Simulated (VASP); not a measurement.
# NiO: single point with PBE+U

The system is NiO.

```
Ni O
1.0
     0.00000    2.26852    2.26852
     2.26852    0.00000    2.26852
     2.26852    2.26852    0.00000
Ni O
1 1
Direct
  0.00000 0.00000 0.00000
  0.25000 0.25000 0.25000
```

| Quantity | Value |
| --- | --- |
| Program | VASP 6.6.1 |
| Task | single point |
| Functional | PBE |
| Potentials or basis | VASP PAW PBE potentials, release 64 (Ni, O) |
| Cutoff | 520 eV |
| k mesh | 10 × 10 × 10 |
| Occupations | gaussian, width 0.05 eV |
| Spin | collinear spin, ferromagnetic start |
| Starting moments | [2.0, 0.0] μB |
| Hubbard terms | Ni d U = 6.2 eV |

| Item | Value |
| --- | --- |
| Pressure | -8.8 GPa |
| Band gap on the k mesh | zero (filled and empty bands overlap) |
| Net moment | 2.00 μB per cell |
| Site moments | Ni +1.70; O +0.30 μB |
| Valence electrons inside the program's atomic spheres | Ni 9.11; O 4.97 |

Levels at points of the mesh, in eV from the Fermi level:
Spin up:
```csv
k point,band 5,band 6,band 7,band 8,band 9,band 10,band 11,band 12,band 13,band 14
"(0.00, 0.00, 0.00)",-5.51,-5.51,-1.54,-1.54,-1.54,0.21,13.76,13.76,13.76,19.10
"(0.50, 0.00, 0.00)",-5.79,-5.53,-5.53,-2.25,-2.25,5.47,6.80,12.80,12.80,16.94
"(0.50, 0.50, 0.00)",-6.25,-5.29,-4.01,-3.69,-3.69,4.58,9.42,10.14,13.88,13.88
```
Spin down:
```
           k point  band 5  band 6  band 7  band 8  band 9  band 10
(0.00, 0.00, 0.00)   -4.46   -4.46    0.39    1.71    1.71     1.71
(0.50, 0.00, 0.00)   -3.45   -3.45   -0.61    0.80    0.80     5.78
(0.50, 0.50, 0.00)   -4.22   -3.12   -1.39    0.01    0.01     5.54
```

Eigenvalues of the final occupation matrices:
| site | spin | trace | eigenvalues |
| --- | --- | --- | --- |
| site 1 d | 1 | 5.00 | 0.98 0.98 1.01 1.01 1.01 |
| site 1 d | 2 | 3.33 | 0.46 0.46 0.46 0.97 0.97 |

Wall time 76 s on 1 thread of AMD EPYC 7R43 64-Core Processor (Zen 3) (shared host), peak memory 0.12 GiB.

Caveat: a cell with one magnetic atom can't hold antiferromagnetic order, which such compounds often take. The state reached can hang on the start; a lower one may exist.
